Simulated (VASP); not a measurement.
# La (P6_3/mmc) in VASP: further runs, part 2 of 3

VASP 6.6.1.

**3. Relaxation of cell and atoms, PBE**

The input, INCAR:

```
SYSTEM = La
ALGO     = Normal         ! electronic algorithm
EDIFF    = 1E-7           ! SCF threshold, eV
EDIFFG   = -0.03          ! ionic threshold
ENCUT    = 600            ! plane-wave cutoff, eV
GGA      = PE             ! functional
IBRION   = 2              ! ionic algorithm
ISIF     = 3              ! what is computed and relaxed
ISMEAR   = 0              ! smearing method
LASPH    = .True.         ! aspherical terms in the spheres
LCHARG   = .False.        ! write CHGCAR
LREAL    = .False.        ! projectors in reciprocal space
LWAVE    = .False.        ! write WAVECAR
NELM     = 100            ! most SCF steps
NSW      = 80             ! ionic steps
PREC     = Accurate       ! precision mode
SIGMA    = 0.05           ! smearing width, eV
```

The input, KPOINTS:

```
k-points
0
Gamma
  6 6 4
  0 0 0
```

The input, POSCAR:

```
La
1.0
    3.7509925602      0.0000000000      0.0000000000
   -1.8754962801      3.2484548466      0.0000000000
    0.0000000000      0.0000000000      6.1266211817
La
2
Direct
    0.3333333333      0.6666666667      0.7500000000
    0.6666666667      0.3333333333      0.2500000000
```

Potentials or basis: VASP PAW PBE potentials, release 64 (La).

Launch:

```bash
> cat potpaw_PBE.64/La/POTCAR > POTCAR
> mpirun -np 1 vasp_std > vasp.out
```

OUTCAR:

```text
SYSTEM = La
   EDIFF = 1E-7
   EDIFFG = -0.03
   ENCUT = 600
   GGA = PE
   IBRION = 2
   ISIF = 3
   ISMEAR = 0
   LASPH = .True.
   LREAL = .False.
   NELM = 100
   NSW = 80
   PREC = Accurate

 ion  position               nearest neighbor table
   1  0.333  0.667  0.750-
   2  0.667  0.333  0.250-

  LATTYP: Found a hexagonal cell.
 ALAT       =     3.7509925602
 C/A-ratio  =     1.6333333333

  Lattice vectors:

 A1 = (   3.7509925602,   0.0000000000,   0.0000000000)
 A2 = (  -1.8754962801,   3.2484548466,   0.0000000000)
 A3 = (   0.0000000000,   0.0000000000,   6.1266211817)

Analysis of symmetry for initial positions (statically):
=====================================================================
 Subroutine PRICEL returns:
 Original cell was already a primitive cell.

 Routine SETGRP: Setting up the symmetry group for a
 hexagonal supercell.

 Subroutine GETGRP returns: Found 24 space group operations
 (whereof 12 operations were pure point group operations)
 out of a pool of 24 trial point group operations.

The static configuration has the point symmetry D_3d.
[... 220 lines left out ...]
      5      -8.3730      2.00000
      6      -8.2050      2.00000
      7      -8.2050      2.00000
      8      -8.1952      2.00000
      9       4.5278      2.00000
     10       5.9842      2.00000
     11       8.7770      0.00000
     12       9.0464      0.00000
     13       9.0464      0.00000
     14       9.2283      0.00000
[... 347 lines left out ...]
      2     -24.9471      2.00000
      3      -9.2575      2.00000
      4      -9.2575      2.00000
      5      -9.0061      2.00000
      6      -9.0061      2.00000
      7      -8.4296      2.00000
      8      -8.4296      2.00000
      9       7.0898      2.00000
     10       7.0898      2.00000
     11       7.4782      2.00000
     12       7.4782      2.00000
     13       8.6258      0.00000
     14       8.6258      0.00000
     15       9.1988      0.00000

------------------------ aborting loop because EDIFF is reached ----------------------------------------

  FORCE on cell =-STRESS in cart. coord.  units (eV):
  Direction    XX          YY          ZZ          XY          YZ          ZX
  --------------------------------------------------------------------------------------
  -------------------------------------------------------------------------------------
  Total        0.0075992      0.0075992      0.0144241      0.0000000      0.0000000      0.0000000
  in kB        0.1613719      0.1613719      0.3063027      0.0000000      0.0000000      0.0000000
  external PRESSURE =       0.2096821 kB  Pullay stress =       0.0000000 kB

 VOLUME and BASIS-vectors are now :
 -----------------------------------------------------------------------------
  energy-cutoff  :      600.00
  volume of cell :       75.45
      direct lattice vectors                 reciprocal lattice vectors
     3.763596096  0.000000000  0.000000000     0.265703326  0.153403887 -0.000000000
    -1.881798048  3.259369829 -0.000000000     0.000000000  0.306807773  0.000000000
     0.000000000 -0.000000000  6.150540254     0.000000000  0.000000000  0.162587343

 POSITION                                       TOTAL-FORCE (eV/Angst)
 -----------------------------------------------------------------------------------
     -0.00000      2.17291      4.61291         0.000000     -0.000000      0.000000
      1.88180      1.08646      1.53764        -0.000000      0.000000      0.000000
 -----------------------------------------------------------------------------------
    total drift:                               -0.000000      0.000000     -0.000000

  FREE ENERGIE OF THE ION-ELECTRON SYSTEM (eV)
  ---------------------------------------------------
  free  energy   TOTEN  =        -9.7072691346 eV

  energy  without entropy=       -9.7017344713  energy(sigma->0) =       -9.70450180

 reached required accuracy - stopping structural energy minimisation
```

CONTCAR:

```text
La
   1.00000000000000
     3.7635960959052128    0.0000000000000000    0.0000000000000000
    -1.8817980479526064    3.2593698286988273   -0.0000000000000000
     0.0000000000000000   -0.0000000000000000    6.1505402540362342
  La
     2
Direct
     0.3333333332999970    0.6666666667000030    0.7500000000000000
     0.6666666667000030    0.3333333332999970    0.2500000000000000

  0.00000000E+00  0.00000000E+00  0.00000000E+00
  0.00000000E+00  0.00000000E+00  0.00000000E+00
```

It took 43 s on 1 thread of Intel Xeon 6975P-C (Granite Rapids), shared host; peak memory 0.22 GiB.

What came out:

```
Free energy                            : -9.7073 eV
Relaxed volume                         : 37.72 Å³/atom
Relaxed cell                           : a = 3.764 Å, b = 3.764 Å, c = 6.151 Å, α = 90.00°, β = 90.00°, γ = 120.00°
Space group after relaxing (to 0.05 Å) : P6_3/mmc (No. 194)
Energy gained by relaxing              : 0.4 meV/atom
Ionic steps                            : 2
Pressure after relaxing                : 0.0 GPa
Band gap on the k mesh                 : zero (band 11 reaches 8.78 eV, above the bottom of band 12 at 7.32 eV)
```

Step by step:
```
step  energy change (eV)  largest force (eV/Å)  pressure (GPa)  volume (Å³)
   1              0.0000                0.0000            0.32        74.65
   2             -0.0008                0.0000            0.02        75.45
```

Final structure:
```
La
1.0
     3.76360    0.00000    0.00000
    -1.88180    3.25937    0.00000
     0.00000    0.00000    6.15054
La
2
Direct
  0.33333 0.66667 0.75000
  0.66667 0.33333 0.25000
```

Caveat: spin-orbit coupling is left out, which moves the levels of the heavy elements.

(Continued in part 3 of 3.)
